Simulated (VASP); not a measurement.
# InSb (F-43m) in VASP: notebook, part 2 of 2

VASP 6.6.1.

**4. Single point, r2SCAN, non-collinear spin, zero start, spin-orbit coupling**

Contents of POSCAR:

```
InSb
1.0
    0.0000000000      3.2795130175      3.2795130175
    3.2795130175      0.0000000000      3.2795130175
    3.2795130175      3.2795130175      0.0000000000
In Sb
1 1
Direct
    0.0000000000      0.0000000000      0.0000000000
    0.2500000000      0.2500000000      0.2500000000
```

Contents of INCAR.step1:

```
  ALGO = Normal
  EDIFF = 1E-4
  ENCUT = 520
  GGA = PE
  GGA_COMPAT = False
  ISMEAR = -1
  LASPH = True
  LCHARG = False
  LREAL = False
  LSORBIT = True
  LWAVE = True
  MAGMOM = 0 0 0 0 0 0
  NBANDS = 30
  NELM = 150
  PREC = Accurate
  SIGMA = 0.02
```

Contents of INCAR.step2:

```
  ALGO = Normal
  EDIFF = 1E-7
  ENCUT = 520
  GGA_COMPAT = False
  ISIF = 2
  ISMEAR = -1
  ISTART = 1
  LASPH = True
  LCHARG = True
  LMIXTAU = True
  LORBIT = 11
  LORBMOM = True
  LREAL = False
  LSORBIT = True
  LVHAR = True
  LWAVE = False
  MAGMOM = 0 0 0 0 0 0
  METAGGA = R2SCAN
  NBANDS = 30
  NELM = 150
  PREC = Accurate
  SIGMA = 0.02
```

Contents of KPOINTS:

```
k-points
0
Gamma
  6 6 6
```

Potentials or basis: VASP PAW PBE potentials, release 64 (In_d, Sb).

On the command line:

```bash
cat potpaw_PBE.64/In_d/POTCAR potpaw_PBE.64/Sb/POTCAR > POTCAR
cp INCAR.step1 INCAR
mpirun -np 1 vasp_ncl > vasp.out
cp INCAR.step2 INCAR
mpirun -np 1 vasp_ncl > vasp.out
```

OUTCAR:

```text
EDIFF = 1E-7
   ENCUT = 520
   ISIF = 2
   ISMEAR = -1
   ISTART = 1
   LASPH = True
   LORBIT = 11
   LREAL = False
   LSORBIT = True
   METAGGA = R2SCAN
   NELM = 150
   PREC = Accurate

 ion  position               nearest neighbor table
   1  0.000  0.000  0.000-   2 2.84   2 2.84   2 2.84   2 2.84
   2  0.250  0.250  0.250-   1 2.84   1 2.84   1 2.84   1 2.84

  LATTYP: Found a face centered cubic cell.
 ALAT       =     6.5590260350

  Lattice vectors:

 A1 = (   0.0000000000,   3.2795130175,   3.2795130175)
 A2 = (   3.2795130175,   0.0000000000,   3.2795130175)
 A3 = (   3.2795130175,   3.2795130175,   0.0000000000)

[... 1014 lines left out ...]
    -0.0000508    -0.0000127     0.0000000    -0.0000127     0.0000000
 l=   3
     0.0000000     0.0000000     0.0000000     0.0000000     0.0000000     0.0000000     0.0000000
     0.0000000     0.0000000     0.0000000     0.0000000     0.0000000     0.0000000     0.0000000
     0.0000000     0.0000000     0.0000000     0.0000000     0.0000000     0.0000000     0.0000000
     0.0000000     0.0000000     0.0000000     0.0000000     0.0000000     0.0000000     0.0000000
     0.0000000     0.0000000     0.0000000     0.0000000     0.0000000     0.0000000     0.0000000
     0.0000000     0.0000000     0.0000000     0.0000000     0.0000000     0.0000000     0.0000000
     0.0000000     0.0000000     0.0000000     0.0000000     0.0000000     0.0000000     0.0000000

 total charge

# of ion       s       p       d       tot
------------------------------------------
    1        0.859   0.719   9.862  11.440
    2        1.112   1.341   0.019   2.473
--------------------------------------------------
tot          1.971   2.060   9.881  13.913

 magnetization (x)

# of ion       s       p       d       tot
------------------------------------------
    1        0.000   0.000   0.000   0.000
    2       -0.000   0.000  -0.000   0.000
--------------------------------------------------
tot         -0.000   0.000  -0.000   0.000

 magnetization (y)

# of ion       s       p       d       tot
------------------------------------------
    1        0.000  -0.000   0.000  -0.000
    2       -0.000   0.000   0.000  -0.000
--------------------------------------------------
tot         -0.000  -0.000   0.000  -0.000

 magnetization (z)

# of ion       s       p       d       tot
------------------------------------------
    1       -0.000   0.000   0.000  -0.000
    2        0.000   0.000  -0.000   0.000
--------------------------------------------------
tot         -0.000   0.000  -0.000  -0.000
```

OSZICAR.step1:

```text
N       E                     dE             d eps       ncg     rms          rms(c)
DAV:   1     0.149068471300E+03    0.14907E+03   -0.75746E+03  1320   0.121E+03
DAV:   2     0.752761047856E+01   -0.14154E+03   -0.13645E+03  1350   0.331E+02
DAV:   3    -0.652584125025E+01   -0.14053E+02   -0.13850E+02  1648   0.116E+02
DAV:   4    -0.709719080245E+01   -0.57135E+00   -0.57037E+00  1560   0.252E+01
DAV:   5    -0.713206630877E+01   -0.34876E-01   -0.34872E-01  2024   0.568E+00    0.428E+00
DAV:   6    -0.703370999527E+01    0.98356E-01   -0.14639E-01  1906   0.629E+00    0.246E+00
DAV:   7    -0.702181915965E+01    0.11891E-01   -0.69534E-02  2046   0.224E+00    0.135E+00
DAV:   8    -0.702248057238E+01   -0.66141E-03   -0.33158E-03  1552   0.431E-01    0.513E-01
DAV:   9    -0.702330287174E+01   -0.82230E-03   -0.27204E-03  1716   0.670E-01    0.154E-01
DAV:  10    -0.702364885369E+01   -0.34598E-03   -0.36714E-04  1506   0.240E-01    0.493E-02
DAV:  11    -0.702379040358E+01   -0.14155E-03   -0.18200E-04  1270   0.717E-02    0.232E-02
DAV:  12    -0.702379350319E+01   -0.30996E-05   -0.67774E-06  1056   0.287E-02
   1 F= -.70237935E+01 E0= -.70236651E+01  d E =-.256789E-03  mag=    -0.0000    -0.0000    -0.0000
```

Run time: 11 min. Hardware: 1 thread of AMD EPYC 7R13 (Zen 3), shared host; peak memory 0.46 GiB.

Results:

| Item | Value |
| --- | --- |
| Free energy | -48.8446 eV |
| Pressure | 0.1 GPa |
| Net moment | 0.00 μB per cell |
| Valence electrons inside the program's atomic spheres | In 11.44; Sb 2.47 |

Moments on the atoms (μB; x, y, z):
```
In  0.00 0.00 0.00
Sb  0.00 0.00 0.00
```

Caveat: the PAW data sets were made with another functional, which shifts forces and pressure a little.

**5. Overview**

```tsv
level	spin	gap on the mesh (eV)	pressure (GPa)
PBE	off	none	1.4
r2SCAN	off	0.01	0.0
r2SCAN	non-collinear, zero start, SOC	-	0.1
```

Alike in all rows: task single point; potentials or basis VASP PAW PBE potentials, release 64 (In_d, Sb); cell as given; k mesh 6 × 6 × 6; cutoff (eV) 520; smearing fermi-dirac 0.02 eV.

The pressure there spans 0.0 GPa (r2SCAN) to 1.4 GPa (PBE); a positive pressure means that this level wants a larger cell, a negative one a smaller.

Caveats: semilocal functionals underestimate gaps, and a narrow one can read as zero (at least some runs); spin-orbit coupling is left out, which moves the levels of the heavy elements (at least some runs); the PAW data sets were made with another functional, which shifts forces and pressure a little (at least some runs); the smearing spreads over this small gap (at least some runs).

Total energies depend on the potentials used, so only differences within one code and one set of settings carry meaning.
